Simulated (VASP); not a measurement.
Input of a VASP 6.6.1 run:

The input INCAR:

```
SYSTEM = Fe2O3
PREC = Accurate ; ENCUT = 600
EDIFF = 1E-6 ; ISMEAR = -1
SIGMA = 0.05 ; LREAL = .False.
LASPH = .True. ; NELM = 200
ALGO = Normal ; ISIF = 2
LWAVE = .False. ; LCHARG = .True.
ISPIN = 2 ; MAGMOM = 3 3 3 3 0 0 0 0 0 0
LORBIT = 11 ; LMAXMIX = 4
LDAU = .True. ; LDAUTYPE = 2
LDAUL = 2 -1 ; LDAUU = 6 0
LDAUJ = 0 0 ; LDAUPRINT = 1
GGA = PS ; LELF = .True.
LVHAR = .True. ; NBANDS = 49
GGA_COMPAT = .False.
```

File KPOINTS:

```
Automatic mesh
0
Gamma
  7 7 7
  0 0 0
```

Contents of POSCAR:

```
Fe2O3
1.0
    2.5190000000      1.4543453281      4.5906666667
   -2.5190000000      1.4543453281      4.5906666667
    0.0000000000     -2.9086906562      4.5906666667
Fe O
4 6
Direct
    0.3553000000      0.3553000000      0.3553000000
    0.1447000000      0.1447000000      0.1447000000
    0.6447000000      0.6447000000      0.6447000000
    0.8553000000      0.8553000000      0.8553000000
    0.5559000000      0.2500000000      0.9441000000
    0.2500000000      0.9441000000      0.5559000000
    0.9441000000      0.5559000000      0.2500000000
    0.4441000000      0.7500000000      0.0559000000
    0.7500000000      0.0559000000      0.4441000000
    0.0559000000      0.4441000000      0.7500000000
```

Potentials or basis: VASP PAW PBE potentials, release 64 (Fe, O).

The run is started by

```sh
$ cat potpaw_PBE.64/Fe/POTCAR potpaw_PBE.64/O/POTCAR > POTCAR
$ mpirun -np 1 vasp_std > vasp.out
```

Task: Estimate the pressure.

Result: -1.7 GPa.

Task: Predict the band gap on the k mesh.

Result: 1.90 eV (least direct gap 2.06 eV).

Stress tensor (GPa, compression positive):
```
-0.55  0.00  0.00
 0.00 -0.55  0.00
 0.00  0.00 -4.13
```

Caveat: the PAW data sets were made with another functional, which shifts forces and pressure a little; an odd mesh through Γ misses points on the zone boundary, where band edges can lie; only a ferromagnetic start was run, and an antiferromagnetic order may lie lower in energy. The state reached can hang on the start; a lower one may exist.
